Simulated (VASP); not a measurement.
# InP: single point with PBEsol

InP:

```
In P
1.0
     0.00000    5.71000   -5.71000
    -5.71000    0.00000   -5.71000
    -5.71000    5.71000    0.00000
In P
8 8
Direct
  0.50000 0.50000 0.00000
  0.00000 0.50000 0.00000
  0.50000 0.00000 0.00000
  0.00000 0.00000 0.00000
  0.50000 0.50000 0.50000
  0.00000 0.50000 0.50000
  0.50000 0.00000 0.50000
  0.00000 0.00000 0.50000
  0.75000 0.75000 0.25000
  0.25000 0.75000 0.25000
  0.75000 0.25000 0.25000
  0.25000 0.25000 0.25000
  0.75000 0.75000 0.75000
  0.25000 0.75000 0.75000
  0.75000 0.25000 0.75000
  0.25000 0.25000 0.75000
```

* Program: VASP 6.6.1
* Task: single point
* Functional: PBEsol
* Potentials or basis: VASP PAW PBE potentials, release 64 (In_d, P)
* Cutoff: 520 eV
* k mesh: 2 × 2 × 2, shifted
* Occupations: fermi-dirac, width 0.05 eV
* Spin: no spin polarisation

The pressure is -8.4 GPa and the band gap on the k mesh is zero (bands 72 and 73 overlap by 0.28 eV).

Levels at points of the mesh, in eV from the Fermi level:
| k point | band 68 | band 69 | band 70 | band 71 | band 72 | band 73 | band 74 | band 75 |
| --- | --- | --- | --- | --- | --- | --- | --- | --- |
| (0.25, 0.25, 0.25) | -0.98 | -0.45 | -0.45 | -0.45 | -0.24 | -0.24 | 0.00 | 0.00 |

It took 20 min on 1 thread of Intel Xeon 8259CL, on a shared host, peak memory 0.66 GiB.

Caveat: the k points lie up to 0.48 Å⁻¹ apart; semilocal functionals underestimate gaps, so a narrow gap can read as zero; the PAW data sets were made with another functional, which shifts forces and pressure a little; spin-orbit coupling is left out, which moves the levels of the heavy elements.
